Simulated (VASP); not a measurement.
Wanted: the native input for a VASP 6.6.1 run.

* Task: single point
* Functional: PBEsol
* Potentials or basis: VASP PAW PBE potentials, release 64 (Cd, S)
* Cutoff: 500 eV
* k mesh: 12 × 12 × 12
* Occupations: gaussian, width 0.01 eV
* Spin: no spin polarisation
* Dipole correction: no
* Further INCAR settings: ALGO = Normal; EDIFF = 1e-06; NBANDS = 16

The structure of CdS (sol) lies in POSCAR:

```
CdS
1.0
    0.0000000000      2.6986991525      2.6986991525
    2.6986991525      0.0000000000      2.6986991525
    2.6986991525      2.6986991525      0.0000000000
Cd S
1 1
Direct
    0.0000000000      0.0000000000      0.0000000000
    0.5000000000      0.5000000000      0.5000000000
```

The input as run:

INCAR

```
  PREC = Accurate
  ENCUT = 500
  EDIFF = 1E-6
  ISMEAR = 0
  SIGMA = 0.01
  LREAL = F
  LASPH = T
  NELM = 120
  ALGO = Normal
  ISIF = 2
  LWAVE = F
  LCHARG = T
  GGA = PS
  LELF = T
  LVHAR = T
  NBANDS = 16
  GGA_COMPAT = F
```

KPOINTS

```
Automatic mesh
0
Gamma
  12 12 12
```

Potentials or basis: VASP PAW PBE potentials, release 64 (Cd, S).

Run with:

```sh
$ cat potpaw_PBE.64/Cd/POTCAR potpaw_PBE.64/S/POTCAR > POTCAR
$ mpirun -np 1 vasp_std > vasp.out
```

It gave:

- Pressure: 0.5 GPa
- Band gap on the k mesh: 0.12 eV, indirect (least direct gap 1.82 eV)

Caveat: the PAW data sets were made with another functional, which shifts forces and pressure a little.

It took 46 s on 1 thread of Intel(R) Xeon(R) Platinum 8259CL CPU @ 2.50GHz (Skylake/Cascade Lake), with other jobs on the host, peak memory 0.18 GiB.
